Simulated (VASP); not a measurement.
# Zn (C2/m) in VASP: a series of runs, part 2 of 2

VASP 6.6.1.

### Step 4. Single point, PBEsol

This run uses another cell than the first one, of 14.30 Å³/atom.

Contents of INCAR:

```
SYSTEM = Zn
  PREC = Accurate
  ENCUT = 520
  EDIFF = 1E-6
  ISMEAR = -1
  SIGMA = 0.05
  LREAL = .False.
  LASPH = .True.
  NELM = 80
  ALGO = Normal
  ISIF = 2
  LWAVE = .False.
  LCHARG = .False.
  GGA = PS
  NBANDS = 25
```

Contents of KPOINTS:

```
regular mesh
0
Gamma
  10 10 3
  0 0 0
```

Contents of POSCAR:

```
Zn
1.0
    2.2681701736     -1.3084870100      0.0000000000
    2.2681701736      1.3084870100      0.0000000000
   -1.5917165425      0.0000000000      7.2274041100
Zn
3
Direct
    0.7780178600      0.7780178600      0.3345049800
    0.2219821400      0.2219821400      0.6654950200
    0.0000000000      0.0000000000      0.0000000000
```

Potentials or basis: VASP PAW PBE potentials, release 64 (Zn).

The run is started by

```
cat potpaw_PBE.64/Zn/POTCAR > POTCAR
mpirun -np 1 vasp_std > vasp.out
```

OUTCAR:

```text
SYSTEM = Zn
   PREC = Accurate
   ENCUT = 520
   EDIFF = 1E-6
   ISMEAR = -1
   LREAL = .False.
   LASPH = .True.
   NELM = 80
   ISIF = 2
   GGA = PS

 ion  position               nearest neighbor table
   1  0.778  0.778  0.335-   2 2.82   2 2.84   2 2.84   3 2.84   3 2.84   3 2.87
   2  0.222  0.222  0.665-   1 2.82   1 2.84   1 2.84   3 2.84   3 2.84   3 2.87
   3  0.000  0.000  0.000-   1 2.84   1 2.84   2 2.84   2 2.84   1 2.87   2 2.87

  LATTYP: Found a base centered monoclinic cell.
 ALAT       =     4.5363403472
 B/A-ratio  =     0.5768910222
 C/A-ratio  =     1.6314039300
 COS(beta)  =    -0.2150792903
[... 859 lines left out ...]
     25      13.4585      0.00000

 [... further k-points ...]
[... 5 lines left out ...]
  --------------------------------------------------------------------------------------
  -------------------------------------------------------------------------------------
  Total       -0.1139886     -0.2729862      0.1282816      0.0000000      0.0000000     -0.2416288
  in kB       -4.2571058    -10.1951553      4.7909057      0.0000000      0.0000000     -9.0240581
  external PRESSURE =      -3.2204518 kB  Pullay stress =       0.0000000 kB

 VOLUME and BASIS-vectors are now :
 -----------------------------------------------------------------------------
  energy-cutoff  :      520.00
  volume of cell :       42.90
      direct lattice vectors                 reciprocal lattice vectors
     2.268170174 -1.308487010  0.000000000     0.220442013 -0.382120721  0.048548717
     2.268170174  1.308487010  0.000000000     0.220442013  0.382120721  0.048548717
    -1.591716542  0.000000000  7.227404110     0.000000000  0.000000000  0.138362265

 POSITION                                       TOTAL-FORCE (eV/Angst)
 -----------------------------------------------------------------------------------
      2.99692      0.00000      2.41760        -0.004136      0.000000     -0.004531
     -0.05229      0.00000      4.80980         0.004136      0.000000      0.004531
      0.00000      0.00000      0.00000         0.000000      0.000000      0.000000
 -----------------------------------------------------------------------------------
    total drift:                                0.000000     -0.000000      0.000000

  FREE ENERGIE OF THE ION-ELECTRON SYSTEM (eV)
  ---------------------------------------------------
  free  energy   TOTEN  =        -4.7842109345 eV

  energy  without entropy=       -4.7789912709  energy(sigma->0) =       -4.78160110
```

stdout:

```text
POSCAR found type information on POSCAR Zn
 POSCAR found :  1 types and       3 ions
 scaLAPACK will be used
 -----------------------------------------------------------------------------
|                                                                             |
|                                                                             |
|     You enforced a specific xc type in the INCAR file but a different       |
|     I HOPE YOU KNOW WHAT YOU ARE DOING!                                     |
|                                                                             |
 -----------------------------------------------------------------------------

 LDA part: xc-table for (Slater+PW92), standard interpolation
 POSCAR, INCAR and KPOINTS ok, starting setup
 FFT: planning ... GRIDC
 FFT: planning ... GRID_SOFT
 FFT: planning ... GRID
 WAVECAR not read
 entering main loop
```

Wall time 31 s (1 thread of Intel Xeon 6975P-C (Granite Rapids), shared host); peak memory 0.19 GiB.

Results:

| Property | Result |
| --- | --- |
| Free energy | -4.7842 eV |
| Pressure | -0.3 GPa |
| Largest force | 0.006 eV/Å |
| Band gap on the k mesh | zero (bands 18 and 19 overlap by 3.16 eV) |

Forces in eV/Å, atoms in the order of the input:
```
Zn  -0.004  0.000 -0.005
Zn   0.004  0.000  0.005
Zn   0.000  0.000  0.000
```

Stress tensor (GPa, compression positive):
```
-0.43  0.00 -0.90
 0.00 -1.02  0.00
-0.90  0.00  0.48
```

Levels at points of the mesh, in eV from the Fermi level:
| k point | band 15 | band 16 | band 17 | band 18 | band 19 | band 20 | band 21 | band 22 |
| --- | --- | --- | --- | --- | --- | --- | --- | --- |
| (0.00, 0.00, 0.00) | -7.22 | -7.21 | -7.05 | -7.02 | 1.80 | 1.86 | 14.46 | 18.13 |
| (0.50, 0.00, 0.00) | -6.97 | -3.05 | -2.31 | -1.78 | 0.55 | 1.17 | 2.07 | 6.74 |
| (0.50, 0.50, 0.00) | -6.96 | -2.71 | -2.55 | -2.02 | -0.31 | 2.16 | 3.70 | 4.55 |

Caveat: the PAW data sets were made with another functional, which shifts forces and pressure a little.

### Step 5. Single point, PBEsol

This run uses another cell than the first one, of 14.44 Å³/atom.

Contents of INCAR:

```
SYSTEM = Zn
PREC = Accurate
ENCUT = 520
EDIFF = 1E-6
ISMEAR = -1
SIGMA = 0.05
LREAL = .FALSE.
LASPH = .TRUE.
NELM = 60
ALGO = Normal
ISIF = 2
LWAVE = .FALSE.
LCHARG = .FALSE.
GGA = PS
NBANDS = 25
```

Contents of KPOINTS:

```
Automatic mesh
0
G
  10 10 3
  0 0 0
```

Edit POSCAR of step 4 so:

```diff
@@ -4,3 +4,3 @@
     2.2681701736      1.3084870100      0.0000000000
-   -1.5917165425      0.0000000000      7.2274041100
+   -1.5917165425      0.0000000000      7.3004081919
 Zn
```

The run is started by

```
cat potpaw_PBE.64/Zn/POTCAR > POTCAR
mpirun -np 1 vasp_std > vasp.out
```

Run time: 32 s. Hardware: 1 thread of Intel Xeon 6975P-C (Granite Rapids), shared host; peak memory 0.2 GiB.

It converged, with:

| Quantity | Value |
| --- | --- |
| Free energy | -4.7836 eV |
| Pressure | -1.0 GPa |
| Largest force | 0.005 eV/Å |
| Band gap on the k mesh | zero (bands 18 and 19 overlap by 3.33 eV) |

Forces on the atoms (eV/Å):
```
Zn  -0.005  0.000 -0.002
Zn   0.005  0.000  0.002
Zn   0.000  0.000  0.000
```

Stress tensor (GPa, compression positive):
```
-0.77  0.00 -0.86
 0.00 -1.43  0.00
-0.86  0.00 -0.83
```

Levels at points of the mesh, in eV from the Fermi level:
```csv
k point,band 16,band 17,band 18,band 19,band 20,band 21
"(0.00, 0.00, 0.00)",-7.15,-6.98,-6.95,1.68,1.74,14.06
"(0.50, 0.00, 0.00)",-2.93,-2.21,-1.69,0.61,1.20,2.09
"(0.50, 0.50, 0.00)",-2.60,-2.44,-1.91,-0.23,2.17,3.68
```

Caveat: the PAW data sets were made with another functional, which shifts forces and pressure a little.

### Step 6. Overview

```csv
cell,gap on the mesh (eV),pressure (GPa),largest force (eV/Å)
"a = 2.619, b = 2.619, c = 7.187 Å, angles 101.1, 101.1, 60.0°, 3 atoms",none,2.3,0.02
"a = 2.619, b = 2.619, c = 7.329 Å, angles 100.8, 100.8, 60.0°, 3 atoms",none,0.5,0.01
"a = 2.619, b = 2.619, c = 7.401 Å, angles 100.7, 100.7, 60.0°, 3 atoms",none,-0.3,0.01
"a = 2.619, b = 2.619, c = 7.472 Å, angles 100.6, 100.6, 60.0°, 3 atoms",none,-1.0,0.01
```

Alike in all rows: task single point; level PBEsol; potentials or basis VASP PAW PBE potentials, release 64 (Zn); no spin polarisation; k mesh 10 × 10 × 3; cutoff (eV) 520; smearing fermi-dirac 0.05 eV.

Caveats: the PAW data sets were made with another functional, which shifts forces and pressure a little.

Absolute energies hang on the potentials; compare differences alone.
